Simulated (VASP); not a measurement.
# Ru8N in VASP: single point with PBE+D3(BJ)

Aim: the single point of Ru8N with PBE+D3(BJ).

All numbers are computed with VASP 6.6.1; they aren't measurements. Logs are shortened: lines on timing, memory, paths and dates and some standing lists are left out, and cuts for length are marked.

## 1. The cell of the first run

The cell holds a slab with vacuum, 18 atoms: a = 5.395 Å, b = 5.395 Å, c = 25.038 Å, α = 90.00°, β = 90.00°, γ = 120.00°.

## 2. Single point, PBE+D3(BJ)

Contents of INCAR:

```
SYSTEM = Ru8N
PREC = Accurate ; ENCUT = 520
EDIFF = 1E-6 ; ISMEAR = 0
SIGMA = 0.1 ; LREAL = Auto
LASPH = .TRUE. ; NELM = 120
ALGO = Normal ; ISIF = 2
LWAVE = .FALSE. ; LCHARG = .FALSE.
LDIPOL = .TRUE. ; IDIPOL = 3
DIPOL = 0.5 0.5 0.319 ; GGA = PE
IVDW = 12 ; NBANDS = 148
GGA_COMPAT = .FALSE. ; NELMDL = -8
```

Contents of KPOINTS:

```
regular mesh
0
G
  6 6 1
  0 0 0
```

Contents of POSCAR:

```
Ru8N
1.0
    5.3951895594      0.0000000000      0.0000000000
   -2.6975947797      4.6723712167      0.0000000000
    0.0000000000      0.0000000000     25.0383144398
Ru N
16 2
Direct
    0.3333333333      0.1666666667      0.1597551628
    0.3333333333      0.6666666667      0.1597551628
    0.8333333333      0.1666666667      0.1597551628
    0.8333333333      0.6666666667      0.1597551628
    0.1666666667      0.3333333333      0.2449409688
    0.1666666667      0.8333333333      0.2449409688
    0.6666666667      0.3333333333      0.2449409688
    0.6666666667      0.8333333333      0.2449409688
    0.3333333333      0.1666666667      0.3299719610
    0.3333333333      0.6666666667      0.3299719610
    0.8333333333      0.1666666667      0.3299719610
    0.8333333333      0.6666666667      0.3299719610
    0.1666666667      0.3333333333      0.4128997766
    0.1666666667      0.8333333333      0.4128997766
    0.6666666667      0.3333333333      0.4128997766
    0.6666666667      0.8333333333      0.4128997766
    0.3333333333      0.6666666667      0.5566794232
    0.3333333333      0.6666666667      0.6006120930
```

Potentials or basis: VASP PAW PBE potentials, release 64 (Ru_sv, N).

Started as:

```sh
$ cat potpaw_PBE.64/Ru_sv/POTCAR potpaw_PBE.64/N/POTCAR > POTCAR
$ mpirun -np 1 vasp_std > vasp.out
```

OUTCAR:

```text
SYSTEM = Ru8N
   PREC = Accurate
   ENCUT = 520
   EDIFF = 1E-6
   ISMEAR = 0
   LREAL = Auto
   LASPH = .TRUE.
   NELM = 120
   ISIF = 2
   GGA = PE
   IVDW = 12
   NELMDL = -8
 IVDW          = 12

 ion  position               nearest neighbor table
   1  0.333  0.167  0.160-   5 2.64   7 2.64   6 2.64   3 2.70   3 2.70   2 2.70   2 2.70   4 2.70
                             4 2.70
   2  0.333  0.667  0.160-   6 2.64   8 2.64   5 2.64   4 2.70   4 2.70   3 2.70   1 2.70   1 2.70
                             3 2.70
   3  0.833  0.167  0.160-   7 2.64   5 2.64   8 2.64   1 2.70   1 2.70   2 2.70   4 2.70   4 2.70
                             2 2.70
   4  0.833  0.667  0.160-   8 2.64   6 2.64   7 2.64   2 2.70   2 2.70   1 2.70   3 2.70   3 2.70
                             1 2.70
   5  0.167  0.333  0.245-   9 2.64  11 2.64  10 2.64   1 2.64   3 2.64   2 2.64   7 2.70   7 2.70
                             6 2.70   6 2.70   8 2.70   8 2.70
   6  0.167  0.833  0.245-  10 2.64  12 2.64   9 2.64   2 2.64   4 2.64   1 2.64   8 2.70   8 2.70
                             7 2.70   5 2.70   5 2.70   7 2.70
   7  0.667  0.333  0.245-  11 2.64   9 2.64  12 2.64   3 2.64   1 2.64   4 2.64   5 2.70   5 2.70
                             6 2.70   8 2.70   8 2.70   6 2.70
   8  0.667  0.833  0.245-  12 2.64  10 2.64  11 2.64   4 2.64   2 2.64   3 2.64   6 2.70   6 2.70
                             5 2.70   7 2.70   7 2.70   5 2.70
   9  0.333  0.167  0.330-  13 2.60  15 2.60  14 2.60   5 2.64   7 2.64   6 2.64  11 2.70  11 2.70
                            10 2.70  10 2.70  12 2.70  12 2.70
  10  0.333  0.667  0.330-  14 2.60  16 2.60  13 2.60   6 2.64   8 2.64   5 2.64  12 2.70  12 2.70
                            11 2.70   9 2.70   9 2.70  11 2.70
  11  0.833  0.167  0.330-  15 2.60  13 2.60  16 2.60   7 2.64   5 2.64   8 2.64   9 2.70   9 2.70
                            10 2.70  12 2.70  12 2.70  10 2.70
  12  0.833  0.667  0.330-  16 2.60  14 2.60  15 2.60   8 2.64   6 2.64   7 2.64  10 2.70  10 2.70
                             9 2.70  11 2.70  11 2.70   9 2.70
  13  0.167  0.333  0.413-   9 2.60  11 2.60  10 2.60  15 2.70  15 2.70  16 2.70  14 2.70  14 2.70
                            16 2.70
  14  0.167  0.833  0.413-  10 2.60  12 2.60   9 2.60  16 2.70  16 2.70  13 2.70  13 2.70  15 2.70
                            15 2.70
  15  0.667  0.333  0.413-  11 2.60   9 2.60  12 2.60  13 2.70  13 2.70  16 2.70  16 2.70  14 2.70
                            14 2.70
  16  0.667  0.833  0.413-  12 2.60  10 2.60  11 2.60  14 2.70  14 2.70  15 2.70  15 2.70  13 2.70
                            13 2.70
  17  0.333  0.667  0.557-  18 1.10
  18  0.333  0.667  0.601-  17 1.10

  LATTYP: Found a hexagonal cell.
 ALAT       =     5.3951895594
 C/A-ratio  =     4.6408590772

  Lattice vectors:

 A1 = (   5.3951895594,   0.0000000000,   0.0000000000)
 A2 = (  -2.6975947797,   4.6723712167,   0.0000000000)
 A3 = (   0.0000000000,   0.0000000000,  25.0383144398)

[... 160 lines left out ...]
     AMIX_MAG =   1.60;   BMIX_MAG =  1.00
  volume/ion in A,a.u.               =      35.07       236.63
  Fermi-wavevector in a.u.,A,eV,Ry     =   1.227399  2.319447 20.497280  1.506508
  Thomas-Fermi vector in A             =   2.362364
   LORBIT       =      0    0 simple, 1 ext, 2 COOP (PROOUT), +10 PAW based schemes
   GGA     = PE    functional components
   LHFCALC =     F    Hartree Fock is set to
   AEXX    =    0.0000 exact exchange contribution
   IVDW    =    12    specifies the selected vdW correction
   LEPSILON=     F    determine dielectric tensor
   LRPA    =     F    only Hartree local field effects (RPA)
 non-spin polarized calculation
 Gauss-broadening in eV      SIGMA  =   0.10
  energy-cutoff  :      520.00
  volume of cell :      631.17
 maximum number of plane-waves:     17040
   NGX = 21   NGY = 21   NGZ = 93

 dipolmoment           0.000000      0.000000      0.777247 electrons x Angstroem

 number of electron     266.0000038 magnetization

 dipolmoment           0.000000      0.000000     -0.018028 electrons x Angstroem

 Free energy of the ion-electron system (eV)
  ---------------------------------------------------
  ext. energy  EPLUGINS =         0.00000000
  ---------------------------------------------------
  free energy    TOTEN  =      -156.82968890 eV

  energy without entropy =     -156.73418842  energy(sigma->0) =     -156.78193866

 E-fermi :   2.2695     XC(G=0):  -6.2325

 val. band max:        2.2669253385   @ k =   0.5000   0.0000   0.0000
 cond. band min:       2.2936758790   @ k =   0.3333   0.0000   0.0000
 fundamental gap:      0.0267505405
 Fermi energy:         2.2694503479

 k-point     1 :       0.0000    0.0000    0.0000
  band No.  band energies     occupation
      1     -71.0236      2.00000
      2     -70.9061      2.00000
      3     -70.8784      2.00000
      4     -70.8784      2.00000
      5     -70.8764      2.00000
      6     -70.8199      2.00000
[... 1025 lines left out ...]
    144       3.1052      0.00000
    145       3.1309      0.00000
 [bands above 145 left out]

------------------------ aborting loop because EDIFF is reached ----------------------------------------

 vacuum level on the upper side and lower side of the slab       (xc-potential included)        -0.221        -0.086

 Edisp (eV)   -7.51999

 E8    (eV) :    -3.5332

  FORCE on cell =-STRESS in cart. coord.  units (eV):
  Direction    XX          YY          ZZ          XY          YZ          ZX
  --------------------------------------------------------------------------------------
  -------------------------------------------------------------------------------------
  Total     -13.00898   -13.00898    -3.10303    -0.00000    -0.00000     0.00000
  in kB     -33.02210   -33.02210    -7.87676    -0.00000    -0.00000     0.00000
  external pressure =      -24.64 kB  Pullay stress =        0.00 kB

 VOLUME and BASIS-vectors are now :
 -----------------------------------------------------------------------------
  energy-cutoff  :      520.00
  volume of cell :      631.17
      direct lattice vectors                 reciprocal lattice vectors
     5.395189559  0.000000000  0.000000000     0.185350299  0.107012045  0.000000000
    -2.697594780  4.672371217  0.000000000     0.000000000  0.214024090  0.000000000
     0.000000000  0.000000000 25.038314440     0.000000000  0.000000000  0.039938791

 POSITION                                       TOTAL-FORCE (eV/Angst)
 -----------------------------------------------------------------------------------
      1.34880      0.77873      4.00000         0.005121      0.002957      0.528747
     -0.00000      3.11491      4.00000         0.000000      0.000000      0.538797
      4.04639      0.77873      4.00000        -0.005121      0.002957      0.528747
      2.69759      3.11491      4.00000         0.000000     -0.005913      0.528747
      0.00000      1.55746      6.13291         0.000000     -0.003986     -0.524241
     -1.34880      3.89364      6.13291        -0.003452      0.001993     -0.524241
[... 10 lines left out ...]
     -0.00000      3.11491     13.93831         0.000000     -0.000000     -2.136051
     -0.00000      3.11491     15.03831         0.000000     -0.000000      2.134899
 -----------------------------------------------------------------------------------
    total drift:                                0.000001     -0.000001      0.001825

  FREE ENERGIE OF THE ION-ELECTRON SYSTEM (eV)
  ---------------------------------------------------
  free  energy   TOTEN  =      -164.3496790318 eV

  energy  without entropy=     -164.2541785547  energy(sigma->0) =     -164.30192879

 vacuum level on the upper side and lower side of the slab         7.102         7.241
```

OSZICAR:

```text
N       E                     dE             d eps       ncg     rms          rms(c)
DAV:   1     0.378693484222E+04    0.37869E+04   -0.17724E+05  2640   0.175E+03
DAV:   2     0.427032315578E+02   -0.37442E+04   -0.36876E+04  2416   0.559E+02
DAV:   3    -0.151475021733E+03   -0.19418E+03   -0.18537E+03  2404   0.130E+02
[... 29 lines left out ...]
DAV:  33    -0.156829681430E+03   -0.38699E-05   -0.32907E-07  1344   0.159E-03    0.132E-03
DAV:  34    -0.156829683758E+03   -0.23286E-05   -0.26677E-07  1344   0.141E-03    0.354E-04
DAV:  35    -0.156829686734E+03   -0.29757E-05   -0.16302E-07  1304   0.101E-03    0.620E-04
DAV:  36    -0.156829688071E+03   -0.13366E-05   -0.82853E-08  1272   0.708E-04    0.554E-04
DAV:  37    -0.156829688897E+03   -0.82618E-06   -0.46212E-08  1248   0.513E-04
   1 F= -.16434968E+03 E0= -.16430193E+03  d E =-.955005E-01
```

stdout:

```text
POSCAR found type information on POSCAR RuN
 POSCAR found :  2 types and      18 ions
 scaLAPACK will be used
 LDA part: xc-table for (Slater+PW92), standard interpolation
 POSCAR, INCAR and KPOINTS ok, starting setup
 FFT: planning ... GRIDC
 FFT: planning ... GRID_SOFT
 FFT: planning ... GRID
 WAVECAR not read
 entering main loop
```

It took 27 min on 1 thread of Intel Xeon Platinum 8488C (Sapphire Rapids), shared host; peak memory 0.87 GiB.

Results:

```
Free energy                : -164.3497 eV
Largest force              : 2.136 eV/Å
Band gap on the k mesh     : zero (bands 133 and 134 overlap by 1.26 eV)
Dispersion energy per atom : -0.418 eV
```

Forces in eV/Å, atoms in the order of the input:
```
Ru   0.005  0.003  0.529
Ru   0.000  0.000  0.539
Ru  -0.005  0.003  0.529
Ru   0.000 -0.006  0.529
Ru   0.000 -0.004 -0.524
Ru  -0.003  0.002 -0.524
Ru   0.000  0.000 -0.519
Ru   0.003  0.002 -0.524
Ru   0.009  0.005  0.001
Ru   0.000  0.000 -0.031
Ru  -0.009  0.005  0.001
Ru   0.000 -0.010  0.001
Ru   0.000 -0.019 -0.002
Ru  -0.016  0.009 -0.002
Ru   0.000  0.000  0.002
Ru   0.016  0.009 -0.002
N    0.000  0.000 -2.136
N    0.000  0.000  2.135
```

Caveat: the standard files for N, O and F lose accuracy on very short bonds.

The gap in the log of VASP goes by the Fermi energy; the results here count the filled bands.